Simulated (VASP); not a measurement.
# CoW2 (P6_3/mmc) in VASP: further runs

Runs on CoW2. Level: PBE. Tasks: single point, relaxation of cell and atoms.

Program: VASP 6.6.1. These are calculated values, not measurements. Logs are shortened: lines on timing, memory, paths and dates and some standing lists are left out, and cuts for length are marked.

## 1. The cell of the first run

It takes space group P6_3/mmc (No. 194, hexagonal). The conventional cell has a = 2.760 Å, b = 2.760 Å, c = 13.226 Å, α = 90.00°, β = 90.00°, γ = 120.00°. Within 3.5 Å of Co (site symmetry -6m2) lie 6 W at 2.62 Å and 6 Co at 2.76 Å. W (site symmetry 3m) has 3 Co at 2.62 Å and 9 W at 2.76 to 2.93 Å within 3.5 Å.

## 2. Single point, PBE, collinear spin, ferromagnetic start

The input, INCAR:

```
  ALGO = Normal
  EDIFF = 1E-7
  ENCUT = 520
  GGA = PE
  ISIF = 2
  ISMEAR = 0
  ISPIN = 2
  LASPH = T
  LCHARG = F
  LMAXMIX = 4
  LORBIT = 11
  LREAL = F
  LWAVE = F
  MAGMOM = 3 3 0 0 0 0
  NBANDS = 50
  NELM = 150
  PREC = Accurate
  SIGMA = 0.1
```

The input, KPOINTS:

```
k-points
0
Gamma
  6 6 2
```

The input, POSCAR:

```
CoW2
1.0
    2.7602561772     -0.0000000029      0.0000000000
   -1.3801280861      2.3904519719      0.0000000000
    0.0000000000      0.0000000000     13.2261163090
Co W
2 4
Direct
    0.3333333333      0.6666666667      0.2500000000
    0.6666666667      0.3333333333      0.7500000000
    0.3333333333      0.6666666667      0.9071782817
    0.3333333333      0.6666666667      0.5928217183
    0.6666666667      0.3333333333      0.0928217183
    0.6666666667      0.3333333333      0.4071782817
```

Potentials or basis: VASP PAW PBE potentials, release 64 (Co, W_sv).

Run with:

```console
$ cat potpaw_PBE.64/Co/POTCAR potpaw_PBE.64/W_sv/POTCAR > POTCAR
$ mpirun -np 1 vasp_std > vasp.out
```

OUTCAR:

```text
EDIFF = 1E-7
   ENCUT = 520
   GGA = PE
   ISIF = 2
   ISMEAR = 0
   ISPIN = 2
   LASPH = T
   LORBIT = 11
   LREAL = F
   NELM = 150
   PREC = Accurate

 ion  position               nearest neighbor table
   1  0.333  0.667  0.250-   5 2.62   6 2.62   5 2.62   6 2.62   5 2.62   6 2.62
   2  0.667  0.333  0.750-   3 2.62   4 2.62   3 2.62   4 2.62   3 2.62   4 2.62
   3  0.333  0.667  0.907-   2 2.62   2 2.62   2 2.62   5 2.93   5 2.93   5 2.93
   4  0.333  0.667  0.593-   2 2.62   2 2.62   2 2.62   6 2.93   6 2.93   6 2.93
   5  0.667  0.333  0.093-   1 2.62   1 2.62   1 2.62   3 2.93   3 2.93   3 2.93
   6  0.667  0.333  0.407-   1 2.62   1 2.62   1 2.62   4 2.93   4 2.93   4 2.93

  LATTYP: Found a hexagonal cell.
 ALAT       =     2.7602561772
 C/A-ratio  =     4.7916263781

  Lattice vectors:

 A1 = (   2.7602561772,  -0.0000000029,   0.0000000000)
 A2 = (  -1.3801280861,   2.3904519719,   0.0000000000)
 A3 = (   0.0000000000,   0.0000000000,  13.2261163090)

Analysis of symmetry for initial positions (statically):
=====================================================================
 Subroutine PRICEL returns:
 Original cell was already a primitive cell.

 Routine SETGRP: Setting up the symmetry group for a
 hexagonal supercell.

 Subroutine GETGRP returns: Found 24 space group operations
 (whereof 12 operations were pure point group operations)
 out of a pool of 24 trial point group operations.

The static configuration has the point symmetry D_3d.
 The point group associated with its full space group is D_6h.

Analysis of symmetry for dynamics (positions and initial velocities):
=====================================================================
 Subroutine PRICEL returns:
 Original cell was already a primitive cell.

 Routine SETGRP: Setting up the symmetry group for a
 hexagonal supercell.

 Subroutine GETGRP returns: Found 24 space group operations
 (whereof 12 operations were pure point group operations)
 out of a pool of 24 trial point group operations.

The dynamic configuration has the point symmetry D_3d.
 The point group associated with its full space group is D_6h.

Analysis of structural, dynamic, and magnetic symmetry:
=====================================================================
 Subroutine PRICEL returns:
 Original cell was already a primitive cell.

 Routine SETGRP: Setting up the symmetry group for a
 hexagonal supercell.

 Subroutine GETGRP returns: Found 24 space group operations
 (whereof 12 operations were pure point group operations)
[... 134 lines left out ...]
  volume of cell :       87.27
 maximum number of plane-waves:      2361
 NGX is ok and might be reduce to    24
   NGX = 11   NGY = 11   NGZ = 49

 number of electron      73.9999997 magnetization       0.2873100

 Free energy of the ion-electron system (eV)
  ---------------------------------------------------
  ext. energy  EPLUGINS =         0.00000000
  ---------------------------------------------------
  free energy    TOTEN  =       -63.98116496 eV

  energy without entropy =      -63.95314720  energy(sigma->0) =      -63.96715608

 E-fermi :  10.4427     XC(G=0): -13.4146

 val. band max:       10.4218616066   @ k =   0.3333   0.3333   0.5000
 cond. band min:      10.4462517207   @ k =   0.3333   0.1667   0.0000
 fundamental gap:      0.0243901140
 Fermi energy:        10.4426606215

 spin component 1

 k-point     1 :       0.0000    0.0000    0.0000
  band No.  band energies     occupation
      1     -63.3375      1.00000
      2     -63.3372      1.00000
      3     -63.2994      1.00000
      4     -63.2991      1.00000
      5     -27.8809      1.00000
      6     -27.8707      1.00000
[... 717 lines left out ...]
     48      16.6761      0.00000
     49      17.4414      0.00000
 Fermi energy:        10.4426606215

 spin component 2

 k-point     1 :       0.0000    0.0000    0.0000
  band No.  band energies     occupation
      1     -63.3447      1.00000
      2     -63.3445      1.00000
      3     -63.3066      1.00000
      4     -63.3063      1.00000
      5     -27.8943      1.00000
      6     -27.8840      1.00000
[... 717 lines left out ...]
     48      16.6823      0.00000
     49      17.4727      0.00000
 [bands above 49 left out]

------------------------ aborting loop because EDIFF is reached ----------------------------------------

  FORCE on cell =-STRESS in cart. coord.  units (eV):
  Direction    XX          YY          ZZ          XY          YZ          ZX
  --------------------------------------------------------------------------------------
  -------------------------------------------------------------------------------------
  Total        0.3261022      0.3261022     -0.0663332     -0.0000000     -0.0000000      0.0000000
  in kB        5.9869082      5.9869082     -1.2178115     -0.0000000     -0.0000000      0.0000000
  external PRESSURE =       3.5853350 kB  Pullay stress =       0.0000000 kB

 VOLUME and BASIS-vectors are now :
 -----------------------------------------------------------------------------
  energy-cutoff  :      520.00
  volume of cell :       87.27
      direct lattice vectors                 reciprocal lattice vectors
     2.760256177 -0.000000003  0.000000000     0.362285214  0.209165465  0.000000000
    -1.380128086  2.390451972  0.000000000     0.000000000  0.418330932  0.000000000
     0.000000000  0.000000000 13.226116309     0.000000000  0.000000000  0.075607985

 POSITION                                       TOTAL-FORCE (eV/Angst)
 -----------------------------------------------------------------------------------
      0.00000      1.59363      3.30653        -0.000000      0.000000     -0.000000
      1.38013      0.79682      9.91959         0.000000      0.000000     -0.000000
      0.00000      1.59363     11.99845         0.000000     -0.000000     -0.020926
      0.00000      1.59363      7.84073         0.000000     -0.000000      0.020926
      1.38013      0.79682      1.22767        -0.000000      0.000000      0.020926
      1.38013      0.79682      5.38539         0.000000      0.000000     -0.020926
 -----------------------------------------------------------------------------------
    total drift:                                0.000000     -0.000000      0.000000

  FREE ENERGIE OF THE ION-ELECTRON SYSTEM (eV)
  ---------------------------------------------------
  free  energy   TOTEN  =       -63.9811649619 eV

  energy  without entropy=      -63.9531471979  energy(sigma->0) =      -63.96715608

 total charge

# of ion       s       p       d       tot
------------------------------------------
    1        0.460   0.494   7.319   8.273
    2        0.460   0.494   7.319   8.273
    3        2.422   6.321   3.338  12.081
    4        2.422   6.321   3.338  12.081
    5        2.422   6.321   3.338  12.081
    6        2.422   6.321   3.338  12.081
--------------------------------------------------
tot         10.608  26.274  27.989  64.871

 magnetization (x)

# of ion       s       p       d       tot
------------------------------------------
    1       -0.001  -0.004   0.197   0.191
    2       -0.001  -0.004   0.197   0.191
    3       -0.001  -0.002  -0.015  -0.017
    4       -0.001  -0.002  -0.015  -0.017
    5       -0.001  -0.002  -0.015  -0.017
    6       -0.001  -0.002  -0.015  -0.017
--------------------------------------------------
tot         -0.005  -0.015   0.335   0.315
```

stdout:

```text
POSCAR found type information on POSCAR CoW
 POSCAR found :  2 types and       6 ions
 scaLAPACK will be used
 LDA part: xc-table for (Slater+PW92), standard interpolation
 POSCAR, INCAR and KPOINTS ok, starting setup
 FFT: planning ... GRIDC
 FFT: planning ... GRID_SOFT
 FFT: planning ... GRID
 WAVECAR not read
 entering main loop
```

Wall time 3.8 min (1 thread of AMD EPYC 7R13 (Zen 3), shared host); peak memory 0.28 GiB.

Results:

* Free energy: -63.9812 eV
* Pressure: 0.4 GPa
* Largest force: 0.021 eV/Å
* Net moment: 0.29 μB per cell
* Site moments: Co +0.19; W -0.02 μB
* Valence electrons inside the program's atomic spheres: Co 8.27; W 12.08

Forces in eV/Å, atoms in the order of the input:
```
Co   0.000  0.000  0.000
Co   0.000  0.000  0.000
W    0.000  0.000 -0.021
W    0.000  0.000  0.021
W    0.000  0.000  0.021
W    0.000  0.000 -0.021
```

Stress tensor (GPa, compression positive):
```
 0.60  0.00  0.00
 0.00  0.60  0.00
 0.00  0.00 -0.12
```

Levels at points of the mesh, in eV from the Fermi level:
Spin up:
```tsv
k point	band 36	band 37	band 38	band 39	band 40	band 41
(0.00, 0.00, 0.00)	-0.41	-0.41	-0.06	-0.06	0.20	0.20
(0.50, 0.00, 0.00)	0.32	0.64	1.17	1.39	1.50	1.83
(0.00, 0.00, 0.50)	-0.24	-0.24	-0.24	0.16	0.16	0.23
(0.50, 0.00, 0.50)	0.06	0.89	0.89	0.99	0.99	2.25
```
Spin down:
```
           k point  band 35  band 36  band 37  band 38  band 39  band 40  band 41  band 42
(0.00, 0.00, 0.00)    -0.68    -0.41    -0.41    -0.05    -0.05     0.23     0.23     0.30
(0.50, 0.00, 0.00)     0.15     0.31     0.65     1.20     1.49     1.52     1.83     2.46
(0.00, 0.00, 0.50)    -0.23    -0.23    -0.23    -0.23     0.14     0.14     0.27     0.27
(0.50, 0.00, 0.50)     0.14     0.14     0.93     0.93     1.00     1.00     2.31     2.31
```

Caveat: the k points lie up to 0.44 Å⁻¹ apart; spin-orbit coupling is left out, which moves the levels of the heavy elements.

## 3. Single point, PBE, collinear spin, ferromagnetic start

This run uses another cell than the first one, of 15.04 Å³/atom.

The input, INCAR:

```
  PREC = Accurate
  ENCUT = 520
  EDIFF = 1E-6
  ISMEAR = 0
  SIGMA = 0.1
  LREAL = False
  LASPH = True
  NELM = 150
  ALGO = Fast
  ISIF = 2
  LWAVE = False
  LCHARG = True
  ISPIN = 2
  MAGMOM = 3 3 0 0 0 0
  LORBIT = 11
  LMAXMIX = 4
  GGA = PE
  LELF = True
  LVHAR = True
  NBANDS = 50
```

The input, KPOINTS:

```
regular mesh
0
Gamma
  6 6 2
```

The input, POSCAR:

```
CoW2
1.0
    2.7859222700      0.0000000000      0.0000000000
   -1.3929611300      2.4126794600      0.0000000000
    0.0000000000      0.0000000000     13.4252611000
Co W
2 4
Direct
    0.3333333300      0.6666666700      0.2500000000
    0.6666666700      0.3333333300      0.7500000000
    0.3333333300      0.6666666700      0.9166666700
    0.3333333300      0.6666666700      0.5833333300
    0.6666666700      0.3333333300      0.0833333300
    0.6666666700      0.3333333300      0.4166666700
```

Potentials or basis: VASP PAW PBE potentials, release 64 (Co, W_sv).

Run with:

```console
$ cat potpaw_PBE.64/Co/POTCAR potpaw_PBE.64/W_sv/POTCAR > POTCAR
$ mpirun -np 1 vasp_std > vasp.out
```

OUTCAR:

```text
PREC = Accurate
   ENCUT = 520
   EDIFF = 1E-6
   ISMEAR = 0
   LREAL = False
   LASPH = True
   NELM = 150
   ISIF = 2
   ISPIN = 2
   LORBIT = 11
   GGA = PE

 ion  position               nearest neighbor table
   1  0.333  0.667  0.250-   5 2.76   6 2.76   5 2.76   6 2.76   5 2.76   6 2.76
   2  0.667  0.333  0.750-   3 2.76   4 2.76   3 2.76   4 2.76   3 2.76   4 2.76
   3  0.333  0.667  0.917-   5 2.76   5 2.76   5 2.76   2 2.76   2 2.76   2 2.76
   4  0.333  0.667  0.583-   6 2.76   6 2.76   6 2.76   2 2.76   2 2.76   2 2.76
   5  0.667  0.333  0.083-   3 2.76   3 2.76   3 2.76   1 2.76   1 2.76   1 2.76
   6  0.667  0.333  0.417-   4 2.76   4 2.76   4 2.76   1 2.76   1 2.76   1 2.76

  LATTYP: Found a hexagonal cell.
 ALAT       =     2.7859222700
 C/A-ratio  =     4.8189647086

  Lattice vectors:

 A1 = (   2.7859222700,   0.0000000000,   0.0000000000)
 A2 = (  -1.3929611300,   2.4126794600,   0.0000000000)
 A3 = (   0.0000000000,   0.0000000000,  13.4252611000)

Analysis of symmetry for initial positions (statically):
=====================================================================
 Subroutine PRICEL returns:
 Original cell was already a primitive cell.

 Routine SETGRP: Setting up the symmetry group for a
 hexagonal supercell.

 Subroutine GETGRP returns: Found 24 space group operations
 (whereof 12 operations were pure point group operations)
 out of a pool of 24 trial point group operations.

The static configuration has the point symmetry D_3d.
 The point group associated with its full space group is D_6h.

Analysis of symmetry for dynamics (positions and initial velocities):
=====================================================================
 Subroutine PRICEL returns:
 Original cell was already a primitive cell.

 Routine SETGRP: Setting up the symmetry group for a
 hexagonal supercell.

 Subroutine GETGRP returns: Found 24 space group operations
 (whereof 12 operations were pure point group operations)
 out of a pool of 24 trial point group operations.

The dynamic configuration has the point symmetry D_3d.
[... 175 lines left out ...]
      3     -63.7238      1.00000
      4     -63.7237      1.00000
      5     -28.4654      1.00000
      6     -28.4614      1.00000
[... 717 lines left out ...]
     48      16.0069      0.00000
     49      16.6104      0.00000
 Fermi energy:         9.9388633717

 spin component 2

 k-point     1 :       0.0000    0.0000    0.0000
  band No.  band energies     occupation
      1     -63.8275      1.00000
      2     -63.8275      1.00000
      3     -63.7431      1.00000
      4     -63.7430      1.00000
      5     -28.5046      1.00000
      6     -28.5006      1.00000
[... 717 lines left out ...]
     48      16.0008      0.00000
     49      16.6783      0.00000
 [bands above 49 left out]

------------------------ aborting loop because EDIFF is reached ----------------------------------------

  FORCE on cell =-STRESS in cart. coord.  units (eV):
  Direction    XX          YY          ZZ          XY          YZ          ZX
  --------------------------------------------------------------------------------------
  -------------------------------------------------------------------------------------
  Total       -2.9879783     -2.9879783      1.3036913     -0.0000000      0.0000000      0.0000000
  in kB      -53.0513769    -53.0513769     23.1469614     -0.0000001      0.0000000      0.0000000
  external PRESSURE =     -27.6519308 kB  Pullay stress =       0.0000000 kB

 VOLUME and BASIS-vectors are now :
 -----------------------------------------------------------------------------
  energy-cutoff  :      520.00
  volume of cell :       90.24
      direct lattice vectors                 reciprocal lattice vectors
     2.785922270  0.000000000  0.000000000     0.358947560  0.207238469  0.000000000
    -1.392961130  2.412679460  0.000000000     0.000000000  0.414476940  0.000000000
     0.000000000  0.000000000 13.425261100     0.000000000  0.000000000  0.074486447

 POSITION                                       TOTAL-FORCE (eV/Angst)
 -----------------------------------------------------------------------------------
     -0.00000      1.60845      3.35632         0.000000     -0.000000      0.000000
      1.39296      0.80423     10.06895         0.000000     -0.000000      0.000000
     -0.00000      1.60845     12.30649         0.000000      0.000000     -3.458206
     -0.00000      1.60845      7.83140         0.000000      0.000000      3.458206
      1.39296      0.80423      1.11877        -0.000000     -0.000000      3.458206
      1.39296      0.80423      5.59386        -0.000000     -0.000000     -3.458206
 -----------------------------------------------------------------------------------
    total drift:                               -0.000010      0.000006     -0.000001

  FREE ENERGIE OF THE ION-ELECTRON SYSTEM (eV)
  ---------------------------------------------------
  free  energy   TOTEN  =       -63.0623620624 eV

  energy  without entropy=      -63.0233194330  energy(sigma->0) =      -63.04284075

 total charge

# of ion       s       p       d       tot
------------------------------------------
    1        0.418   0.404   7.243   8.065
    2        0.418   0.404   7.243   8.065
    3        2.421   6.318   3.355  12.093
    4        2.421   6.318   3.355  12.093
    5        2.421   6.318   3.355  12.093
    6        2.421   6.318   3.355  12.093
--------------------------------------------------
tot         10.520  26.078  27.905  64.503

 magnetization (x)

# of ion       s       p       d       tot
------------------------------------------
    1       -0.003  -0.010   0.483   0.470
    2       -0.003  -0.010   0.483   0.470
    3       -0.001  -0.005  -0.040  -0.045
    4       -0.001  -0.005  -0.040  -0.045
    5       -0.001  -0.005  -0.040  -0.045
    6       -0.001  -0.005  -0.040  -0.045
--------------------------------------------------
tot         -0.010  -0.039   0.808   0.759
```

stdout:

```text
POSCAR found type information on POSCAR CoW
 POSCAR found :  2 types and       6 ions
 scaLAPACK will be used
 LDA part: xc-table for (Slater+PW92), standard interpolation
 POSCAR, INCAR and KPOINTS ok, starting setup
 FFT: planning ... GRIDC
 FFT: planning ... GRID_SOFT
 FFT: planning ... GRID
 WAVECAR not read
 entering main loop
WARNING in EDDRMM: call to ZHEGV failed, returncode =   8  4     47
```

Wall time 4.5 min (1 thread of AMD EPYC 7R13 (Zen 3), shared host); peak memory 0.29 GiB.

What came out:

| Property | Result |
| --- | --- |
| Free energy | -63.0624 eV |
| Pressure | -2.8 GPa |
| Largest force | 3.458 eV/Å |
| Net moment | 0.67 μB per cell |
| Site moments | Co +0.47; W -0.04 μB |
| Valence electrons inside the program's atomic spheres | Co 8.06; W 12.09 |

Forces in eV/Å, atoms in the order of the input:
```
Co   0.000  0.000  0.000
Co   0.000  0.000  0.000
W    0.000  0.000 -3.458
W    0.000  0.000  3.458
W    0.000  0.000  3.458
W    0.000  0.000 -3.458
```

Levels at points of the mesh, in eV from the Fermi level:
Spin up:
```csv
k point,band 34,band 35,band 36,band 37,band 38,band 39,band 40,band 41,band 42,band 43
"(0.00, 0.00, 0.00)",-1.04,-0.75,-0.59,-0.59,-0.16,-0.16,-0.09,-0.09,-0.07,-0.07
"(0.50, 0.00, 0.00)",-0.23,-0.20,0.15,0.45,0.74,1.26,1.42,1.58,2.24,3.36
"(0.00, 0.00, 0.50)",-1.09,-0.37,-0.37,-0.37,-0.37,-0.06,-0.06,-0.06,-0.06,-0.06
"(0.50, 0.00, 0.50)",-0.21,0.14,0.14,0.43,0.43,0.89,0.89,2.13,2.13,3.71
```
Spin down:
```tsv
k point	band 34	band 35	band 36	band 37	band 38	band 39	band 40	band 41
(0.00, 0.00, 0.00)	-0.74	-0.74	-0.60	-0.60	-0.12	-0.12	-0.02	-0.02
(0.50, 0.00, 0.00)	0.02	0.41	0.43	0.47	0.83	1.39	1.56	1.60
(0.00, 0.00, 0.50)	-0.93	-0.30	-0.30	-0.30	-0.30	-0.10	-0.10	0.06
(0.50, 0.00, 0.50)	0.20	0.36	0.36	0.53	0.53	0.97	0.97	2.28
```

Caveat: the k points lie up to 0.43 Å⁻¹ apart; spin-orbit coupling is left out, which moves the levels of the heavy elements; forces of over 1 eV/Å act on the atoms, so gaps and moduli don't describe the material at rest.

(Continued in part 2 of 2.)
